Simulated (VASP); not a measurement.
Runs of VASP 6.6.1 on Ge. The structure is that of space group Pm-3m (No. 221), or close to it. The cells are those of the table. 

| task | cell | k mesh | cutoff (eV) | gap on the mesh (eV) | pressure (GPa) |
| --- | --- | --- | --- | --- | --- |
| single point | a = 2.737 Å, 1 atom | 11 × 11 × 11 | 520 | none | -0.2 |
| single point | a = 2.662 Å, 1 atom | 13 × 13 × 13 | 520 | none | (a) |
| single point | a = 2.737 Å, 1 atom | 19 × 19 × 19 | 520 | none | -0.3 |
| single point | a = 2.773 Å, 1 atom | 13 × 13 × 13 | 520 | none | -2.5 |
| single point | a = 2.737 Å, 1 atom | 13 × 13 × 13 | 520 | none | -0.2 |
| single point | a = 2.808 Å, 1 atom | 13 × 13 × 13 | 520 | none | (b) |
| single point | a = 2.842 Å, 1 atom | 13 × 13 × 13 | 520 | none | -5.7 |
| relaxation of cell and atoms | relaxed from a = 2.749 Å, 1 atom | 11 × 11 × 11 | 600 | none | 0.0 |

Alike in all rows: level RPBE; potentials or basis VASP PAW PBE potentials, release 64 (Ge_d); no spin polarisation; smearing fermi-dirac 0.1 eV.

Problem. Estimate the missing entries.

Solution. (a) 6.2; (b) -4.1.

Caveats: the PAW data sets were made with another functional, which shifts forces and pressure a little.

A k mesh can miss the band edges, and the runs leave out spin-orbit coupling on Ge.

A gap of «none» marks levels without a gap at the run's occupations.
